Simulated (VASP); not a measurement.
# PtS2 in VASP: single point with PBE+D3(BJ)

Aim: the single point of PtS2 with PBE+D3(BJ).

Everything below comes from runs of VASP 6.6.1. Logs are shortened: lines on timing, memory, paths and dates and some standing lists are left out, and cuts for length are marked.

## (1) The cell of the first run

The cell holds a slab with vacuum, 6 atoms: a = 3.542 Å, b = 3.542 Å, c = 22.467 Å, α = 90.00°, β = 90.00°, γ = 120.00°.

## (2) Single point, PBE+D3(BJ) (layers slid over each other)

Contents of INCAR:

```
PREC     = Accurate       # precision mode
ENCUT    = 520            # plane-wave cutoff, eV
EDIFF    = 1E-6           # SCF threshold, eV
ISMEAR   = 0              # smearing method
SIGMA    = 0.05           # smearing width, eV
LREAL    = F              # projectors in reciprocal space
LASPH    = T              # aspherical terms in the spheres
NELM     = 80             # most SCF steps
ALGO     = Normal         # electronic algorithm
ISIF     = 2              # what is computed and relaxed
LWAVE    = F              # write WAVECAR
LCHARG   = T              # write CHGCAR
LDIPOL   = T            
IDIPOL   = 3            
DIPOL    = 0.5 0.5 0.392
GGA      = PE             # functional
IVDW     = 12             # dispersion correction
LELF     = T              # ELF
LVHAR    = T            
LVACPOTAV= T            
NBANDS   = 31             # bands
```

Contents of KPOINTS:

```
Automatic mesh
0
Gamma
  9 9 1
```

Contents of POSCAR:

```
PtS2
1.0
    3.5415269801      0.0000000000      0.0000000000
   -1.7707634901      3.0670523330      0.0000000000
    0.0000000000      0.0000000000     22.4670671688
S Pt
4 2
Direct
    0.6666666667      0.3333333333      0.2002931654
    0.3333333333      0.6666666667      0.3108342327
    0.5000000000      1.0000000000      0.4728491487
    0.8333333333      0.6666666667      0.5833902160
    0.0000000000      0.0000000000      0.2555636990
    1.1666666667      1.3333333333      0.5281196824
```

Potentials or basis: VASP PAW PBE potentials, release 64 (S, Pt).

Launch:

```console
$ cat potpaw_PBE.64/S/POTCAR potpaw_PBE.64/Pt/POTCAR > POTCAR
$ mpirun -np 1 vasp_std > vasp.out
```

OUTCAR:

```text
PREC = Accurate
   ENCUT = 520
   EDIFF = 1E-6
   ISMEAR = 0
   LREAL = F
   LASPH = T
   NELM = 80
   ISIF = 2
   GGA = PE
   IVDW = 12
 IVDW          = 12

 ion  position               nearest neighbor table
   1  0.667  0.333  0.200-   5 2.39   5 2.39   5 2.39
   2  0.333  0.667  0.311-   5 2.39   5 2.39   5 2.39
   3  0.500  0.000  0.473-   6 2.39   6 2.39   6 2.39
   4  0.833  0.667  0.583-   6 2.39   6 2.39   6 2.39
   5  0.000  0.000  0.256-   1 2.39   1 2.39   1 2.39   2 2.39   2 2.39   2 2.39
   6  0.167  0.333  0.528-   4 2.39   4 2.39   4 2.39   3 2.39   3 2.39   3 2.39

  LATTYP: Found a hexagonal cell.
 ALAT       =     3.5415269801
 C/A-ratio  =     6.3438927036

  Lattice vectors:

 A1 = (   3.5415269801,   0.0000000000,   0.0000000000)
 A2 = (  -1.7707634901,   3.0670523330,   0.0000000000)
 A3 = (   0.0000000000,   0.0000000000,  22.4670671688)

Analysis of symmetry for initial positions (statically):
=====================================================================
 Subroutine PRICEL returns:
 Original cell was already a primitive cell.

 Routine SETGRP: Setting up the symmetry group for a
 hexagonal supercell.

 Subroutine GETGRP returns: Found  2 space group operations
 (whereof  2 operations were pure point group operations)
 out of a pool of 24 trial point group operations.

The static configuration has the point symmetry C_1h.

Analysis of symmetry for dynamics (positions and initial velocities):
=====================================================================
 Subroutine PRICEL returns:
 Original cell was already a primitive cell.

 Routine SETGRP: Setting up the symmetry group for a
 hexagonal supercell.

 Subroutine GETGRP returns: Found  2 space group operations
 (whereof  2 operations were pure point group operations)
 out of a pool of 24 trial point group operations.

The dynamic configuration has the point symmetry C_1h.

 Subroutine INISYM returns: Found  2 space group operations
 (whereof  2 operations are pure point group operations),
 and found     1 'primitive' translations

----------------------------------------------------------------------------------------

                                     Primitive cell

  volume of cell :     244.0384

  direct lattice vectors                    reciprocal lattice vectors
     3.541526980  0.000000000  0.000000000     0.282364078  0.163022976  0.000000000
    -1.770763490  3.067052333  0.000000000     0.000000000  0.326045953  0.000000000
     0.000000000  0.000000000 22.467067169     0.000000000  0.000000000  0.044509592

  length of vectors
     3.541526980  3.541526980 22.467067169     0.326045953  0.326045953  0.044509592

  position of ions in fractional coordinates (direct lattice)
     0.666666667  0.333333333  0.200293165
     0.333333333  0.666666667  0.310834233
     0.500000000  0.000000000  0.472849149
     0.833333333  0.666666667  0.583390216
     0.000000000  0.000000000  0.255563699
     0.166666667  0.333333333  0.528119682

  ion indices of the primitive-cell ions
   primitive index   ion index
                 1           1
                 2           2
                 3           3
                 4           4
                 5           5
                 6           6

----------------------------------------------------------------------------------------

 KPOINTS: Automatic mesh

Automatic generation of k-mesh.
 Grid dimensions read from file:
 generate k-points for:    9    9    1

 Generating k-lattice:

  Cartesian coordinates                     Fractional coordinates (reciprocal lattice)
     0.031373786  0.018113664  0.000000000     0.111111111  0.000000000  0.000000000
     0.000000000  0.036227328  0.000000000     0.000000000  0.111111111  0.000000000
     0.000000000  0.000000000  0.044509592     0.000000000  0.000000000  1.000000000

  Length of vectors
     0.036227328  0.036227328  0.044509592

  Shift w.r.t. Gamma in fractional coordinates (k-lattice)
     0.000000000  0.000000000  0.000000000

 Subroutine IBZKPT returns following result:
 ===========================================

 Found     25 irreducible k-points:

 Following reciprocal coordinates:
            Coordinates               Weight
  0.000000  0.000000  0.000000      1.000000
  0.111111  0.000000  0.000000      4.000000
  0.000000  0.111111  0.000000      2.000000
  0.222222  0.000000  0.000000      4.000000
  0.000000  0.222222  0.000000      2.000000
  0.333333  0.000000  0.000000      4.000000
[... 16 lines left out ...]
 -0.222222 -0.444444  0.000000      4.000000
  0.444444  0.333333  0.000000      4.000000
   k-points           NKPTS =     25   k-points in BZ     NKDIM =     25   number of bands    NBANDS=     31
   number of dos      NEDOS =    301   number of ions     NIONS =      6
   total plane-waves  NPLWV = 131712
   dimension x,y,z NGX =    28 NGY =   28 NGZ =  168
   dimension x,y,z NGXF=    56 NGYF=   56 NGZF=  336
   ions per type =               4   2
   NGX,Y,Z   is equivalent  to a cutoff of  13.14, 13.14, 12.43 a.u.
   NGXF,Y,Z  is equivalent  to a cutoff of  26.29, 26.29, 24.86 a.u.
 SYSTEM =  unknown system
   PREC   = accura    normal or accurate (medium, high low for compatibility)
   ISTART =      0    job   : 0-new  1-cont  2-samecut
   ICHARG =      2    charge: 1-file 2-atom 10-const
   ISPIN  =      1    spin polarized calculation?
   LNONCOLLINEAR =      F non collinear calculations
   LSORBIT =      F    spin-orbit coupling
   LASPH  =      T    aspherical Exc in radial PAW
   ENCUT  =  520.0 eV  38.22 Ry    6.18 a.u.   6.58  6.58 41.77*2*pi/ulx,y,z
   NELM   =     80;   NELMIN=  2; NELMDL= -5     # of ELM steps
   EDIFF  = 0.1E-05   stopping-criterion for ELM
   LREAL  =      F    real-space projection
   EDIFFG = 0.1E-04   stopping-criterion for IOM
   NSW    =      0    number of steps for IOM
   IBRION =     -1    ionic relax: 0-MD 1-quasi-New 2-CG
   NFREE  =      0    steps in history (QN), initial steepest desc. (CG)
   ISIF   =      2    stress and relaxation
   ISYM   =      2    0-nonsym 1-usesym 2-fastsym
   POTIM  = 0.5000    time-step for ionic-motion
   TEBEG  =    0.0;   TEEND  =   0.0 temperature during run
   PSTRESS=    0.0 pullay stress
   NELECT =      44.0000    total number of electrons
   NUPDOWN=      -1.0000    fix difference up-down
   EMIN   =  10.00;   EMAX   =-10.00  energy-range for DOS
   EFERMI =   0.00;   METHOD = LEGACY
   ISMEAR =     0;   SIGMA  =   0.05  broadening in eV -4-tet -1-fermi 0-gaus
   EFERMI_NEDOS =   21; number of points for ismear=-14 and -15
   IALGO  =     38    algorithm
   IMIX   =      4    mixing-type and parameters
     AMIX     =   0.40;   BMIX     =  1.00
     AMIX_MAG =   1.60;   BMIX_MAG =  1.00
  volume/ion in A,a.u.               =      40.67       274.48
  Fermi-wavevector in a.u.,A,eV,Ry     =   0.924854  1.747720 11.637801  0.855354
  Thomas-Fermi vector in A             =   2.050645
   LORBIT       =      0    0 simple, 1 ext, 2 COOP (PROOUT), +10 PAW based schemes
   GGA     = PE    functional components
   LHFCALC =     F    Hartree Fock is set to
   AEXX    =    0.0000 exact exchange contribution
   IVDW    =    12    specifies the selected vdW correction
   LEPSILON=     F    determine dielectric tensor
   LRPA    =     F    only Hartree local field effects (RPA)
 non-spin polarized calculation
 Gauss-broadening in eV      SIGMA  =   0.05
  energy-cutoff  :      520.00
  volume of cell :      244.04
 maximum number of plane-waves:      6671
   NGX = 13   NGY = 13   NGZ = 83

 dipolmoment           0.000000      0.000000      0.000049 electrons x Angstroem

 number of electron      44.0000000 magnetization

 dipolmoment           0.000000      0.000000     -0.000458 electrons x Angstroem

 Free energy of the ion-electron system (eV)
  ---------------------------------------------------
  ext. energy  EPLUGINS =         0.00000000
  ---------------------------------------------------
  free energy    TOTEN  =       -30.89856347 eV

  energy without entropy =      -30.89856347  energy(sigma->0) =      -30.89856347

 E-fermi :  -0.3731     XC(G=0):  -5.4848

 val. band max:       -0.6500191190   @ k =  -0.2222   0.1111   0.0000
 cond. band min:       0.8635664681   @ k =   0.2222   0.0000   0.0000
 fundamental gap:      1.5135855871
 Fermi energy:        -0.3730891484

 k-point     1 :       0.0000    0.0000    0.0000
  band No.  band energies     occupation
      1     -14.9009      2.00000
      2     -14.8716      2.00000
      3     -12.7216      2.00000
      4     -12.6516      2.00000
      5      -6.3907      2.00000
      6      -6.3899      2.00000
[... 23 lines left out ...]
     30       5.3740      0.00000
     31       5.5189      0.00000

 k-point     2 :       0.1111    0.0000    0.0000
  band No.  band energies     occupation
      1     -14.7467      2.00000
      2     -14.7172      2.00000
      3     -12.7507      2.00000
      4     -12.6862      2.00000
      5      -6.3925      2.00000
      6      -6.3665      2.00000
[... 23 lines left out ...]
     30       5.9520      0.00000
     31       6.0075      0.00000

 k-point     3 :       0.0000    0.1111    0.0000
  band No.  band energies     occupation
      1     -14.7466      2.00000
      2     -14.7173      2.00000
      3     -12.7505      2.00000
      4     -12.6865      2.00000
      5      -6.3924      2.00000
      6      -6.3666      2.00000
[... 23 lines left out ...]
     30       5.9408      0.00000
     31       6.0219      0.00000

 k-point     4 :       0.2222    0.0000    0.0000
  band No.  band energies     occupation
      1     -14.3196      2.00000
      2     -14.2896      2.00000
      3     -12.8258      2.00000
      4     -12.7740      2.00000
      5      -6.3412      2.00000
      6      -6.2751      2.00000
[... 635 lines left out ...]
     30       7.5955      0.00000
     31       7.8174      0.00000

 k-point    23 :      -0.2222   -0.4444    0.0000
  band No.  band energies     occupation
      1     -13.1101      2.00000
      2     -13.0850      2.00000
      3     -12.9575      2.00000
      4     -12.9340      2.00000
      5      -6.6480      2.00000
      6      -6.6284      2.00000
[... 23 lines left out ...]
     30       7.5595      0.00000
     31       7.8709      0.00000

 k-point    24 :       0.4444    0.3333    0.0000
  band No.  band energies     occupation
      1     -13.1126      2.00000
      2     -13.0831      2.00000
      3     -12.9592      2.00000
      4     -12.9317      2.00000
      5      -6.6502      2.00000
      6      -6.6259      2.00000
[... 23 lines left out ...]
     30       7.6046      0.00000
     31       7.8474      0.00000

 [... further k-points ...]

------------------------ aborting loop because EDIFF is reached ----------------------------------------

 Edisp (eV)   -1.85959

 E8    (eV) :    -0.7712

  FORCE on cell =-STRESS in cart. coord.  units (eV):
  Direction    XX          YY          ZZ          XY          YZ          ZX
  --------------------------------------------------------------------------------------
  -------------------------------------------------------------------------------------
  Total      -0.49274    -0.45597    -0.73242     0.00000     0.10438    -0.00000
  in kB      -3.23494    -2.99354    -4.80853     0.00000     0.68525    -0.00000
  external pressure =       -3.68 kB  Pullay stress =        0.00 kB

 VOLUME and BASIS-vectors are now :
 -----------------------------------------------------------------------------
  energy-cutoff  :      520.00
  volume of cell :      244.04
      direct lattice vectors                 reciprocal lattice vectors
     3.541526980  0.000000000  0.000000000     0.282364078  0.163022976  0.000000000
    -1.770763490  3.067052333  0.000000000     0.000000000  0.326045953  0.000000000
     0.000000000  0.000000000 22.467067169     0.000000000  0.000000000  0.044509592

 POSITION                                       TOTAL-FORCE (eV/Angst)
 -----------------------------------------------------------------------------------
      1.77076      1.02235      4.50000         0.000000     -0.010457      0.041497
     -0.00000      2.04470      6.98353         0.000000     -0.028485     -0.001983
      1.77076      0.00000     10.62353        -0.000000      0.024514      0.000369
      1.77076      2.04470     13.10707        -0.000000      0.006606     -0.042140
      0.00000      0.00000      5.74177        -0.000000      0.014526      0.054551
      0.00000      1.02235     11.86530         0.000000     -0.006704     -0.052294
 -----------------------------------------------------------------------------------
    total drift:                               -0.000000     -0.000127      0.000134

  FREE ENERGIE OF THE ION-ELECTRON SYSTEM (eV)
  ---------------------------------------------------
  free  energy   TOTEN  =       -32.7581500039 eV

  energy  without entropy=      -32.7581500039  energy(sigma->0) =      -32.75815000

 vacuum level on the upper side and lower side of the slab         5.482         5.490
```

It took 8.8 min on 1 thread of Intel Xeon 8259CL, shared host; peak memory 0.45 GiB.

Results:

* Free energy: -32.7582 eV
* Largest force: 0.056 eV/Å
* Band gap on the k mesh: 1.51 eV (least direct gap 1.61 eV)
* Dispersion energy per atom: -0.310 eV

Forces in eV/Å, atoms in the order of the input:
```
S    0.000 -0.010  0.041
S    0.000 -0.028 -0.002
S    0.000  0.025  0.000
S    0.000  0.007 -0.042
Pt   0.000  0.015  0.055
Pt   0.000 -0.007 -0.052
```

Caveat: the cell differs from its parent crystal (layers slid over each other); spin-orbit coupling is left out, which moves the levels of the heavy elements.
